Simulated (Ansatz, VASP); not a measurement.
**MgO in VASP and in Ansatz**

File INCAR:

```
SYSTEM = MgO
  PREC = Accurate
  ENCUT = 520
  EDIFF = 1E-7
  ISMEAR = 0
  SIGMA = 0.05
  LREAL = .FALSE.
  LASPH = .TRUE.
  NELM = 60
  ALGO = Normal
  ISIF = 2
  LWAVE = .FALSE.
  LCHARG = .FALSE.
  GGA = PS
  NBANDS = 11
```

KPOINTS

```
regular mesh
0
G
  10 10 10
  0 0 0
```

Contents of POSCAR:

```
MgO
1.0
    0.0000000000      2.1351500000      2.1351500000
    2.4554225000      0.0000000000      2.1351500000
    2.4554225000      2.1351500000      0.0000000000
Mg O
1 1
Direct
    0.0000000000      0.0000000000      0.0000000000
    0.5000000000      0.5000000000      0.5000000000
```

Input for Ansatz:

```yaml
crystal:
  lattice:
    - [0.0, 2.13515, 2.13515]
    - [2.4554225, 0.0, 2.13515]
    - [2.4554225, 2.13515, 0.0]
  atoms:
    - { symbol: Mg, position: [0.0, 0.0, 0.0] }
    - { symbol: O, position: [0.5, 0.5, 0.5] }
basis:
  ecutwfc: 420
kpoints:
  mp_grid: { grid: [10, 10, 10] }
hamiltonian:
  xc: pbesol
scf:
  occupations: { method: gaussian, width: 0.05 }
output:
  forces: true
  stress: true
  eigenvalues: true
```

Change from the starting cell: strain +0.1500 x Voigt [1, 0, 0, 0, 0, 0], atoms carried along.

Alike in both runs: task single point; functional PBEsol; k mesh 10 × 10 × 10; occupations gaussian, width 0.05 eV; no spin polarisation.

|  | VASP | Ansatz |
| --- | --- | --- |
| version | VASP 6.6.1 | Ansatz 0.2.0 |
| potentials or method | VASP PAW PBE potentials, release 64 (Mg, O), cutoff 520 eV | scalar-relativistic, plane waves, PAW |
| valence electrons in the cell | 8 | 16 |

|  | VASP | Ansatz | Ansatz less VASP |
| --- | --- | --- | --- |
| gap on the k mesh at the Fermi level (eV) | 2.94 | 2.94 | +0.009 |
| least direct gap on the mesh (eV) | 2.94 | 2.94 | +0.009 |
| pressure (GPa) | -16.7 | -16.1 | +0.54 |
| traceless stress, the component that is largest in VASP (GPa) | -3.12 | -3.22 | -0.092 |

VASP's potentials were made for PBE, not for PBEsol. With one functional, cell and mesh, what is left measures potentials, basis and numerics. VASP's potentials hold 8 valence electrons a cell and Ansatz's 16, so a difference there can come from the potentials and not from the codes.
